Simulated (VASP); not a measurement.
# Li: single point with PBE

The system is Li.

```
Li
1.0
     2.27571    0.00000    0.00000
    -1.13785    1.97082    0.00000
     0.00000    0.00000    7.20609
Li
4
Direct
  0.00000 0.00000 0.00000
  0.00000 0.00000 0.50000
  0.33333 0.66667 0.25000
  0.66667 0.33333 0.75000
```

This isn't the form of Li at room conditions, which is bcc.

| Property | Result |
| --- | --- |
| Program | VASP 6.6.1 |
| Task | single point |
| Functional | PBE |
| Potentials or basis | VASP PAW PBE potentials, release 64 (Li_sv) |
| Cutoff | 520 eV |
| k mesh | 10 × 10 × 6 |
| Occupations | fermi-dirac, width 0.05 eV |
| Spin | no spin polarisation |
| Dipole correction | no |
| k mesh for the DOS | 15 × 15 × 9 |
| Occupations for the DOS | tetrahedron |
| Further INCAR settings | ALGO = Normal; EDIFF = 1e-06 |

```yaml
Valence_electrons_inside_the_program's_atomic_spheres: Li 2.25
```

Levels at points of the mesh, in eV from the Fermi level:
```csv
k point,band 3,band 4,band 5,band 6,band 7,band 8,band 9,band 10
"(0.00, 0.00, 0.00)",-45.57,-45.34,-3.94,-2.76,-2.76,-0.33,8.04,16.00
```

It took 51 s on 1 thread of Intel Xeon 8259CL (shared host), peak memory 0.15 GiB.
